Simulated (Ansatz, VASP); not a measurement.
BaS: VASP beside Ansatz

```xyz
2
Lattice="0.0000 3.1938 3.1938 3.1938 0.0000 3.1938 3.1938 3.1938 0.0000" Properties=species:S:1:pos:R:3 pbc="T T T"
Ba    0.0000    0.0000    0.0000
S     3.1938    3.1938    3.1938
```

Alike in both runs: task relaxation of cell and atoms; functional revPBE; dispersion D4; k mesh 7 × 7 × 7; occupations fermi-dirac, width 0.05 eV; no spin polarisation.

|  | VASP | Ansatz |
| --- | --- | --- |
| version | VASP 6.6.1 | Ansatz 0.2.0 |
| potentials or method | VASP PAW PBE potentials, release 64 (Ba_sv, S) | Ansatz PAW |
| plane-wave cutoff (eV) | 600 | 420 |
| valence electrons in the cell | 16 | 16 |

|  | VASP | Ansatz | Ansatz less VASP |
| --- | --- | --- | --- |
| gap on the k mesh at the Fermi level, each at its own relaxed structure (eV) | 2.30 | 2.38 | +0.079 |
| relaxed volume (Å³/atom) | 33.15 | 32.72 | -0.434 |
| relaxed cell length with the largest relative difference (Å) | 4.543 | 4.523 | -0.0199 |

VASP's potentials were made for PBE, not for revPBE.

Neither program's run includes spin-orbit coupling. Noted on Ansatz's run: odd divisions of the mesh miss points on the zone boundary, where band edges often lie, so the gap on the mesh can be too wide; the plane-wave basis is chosen anew once the cell has moved, so the energies of steps on either side of that aren't comparable.
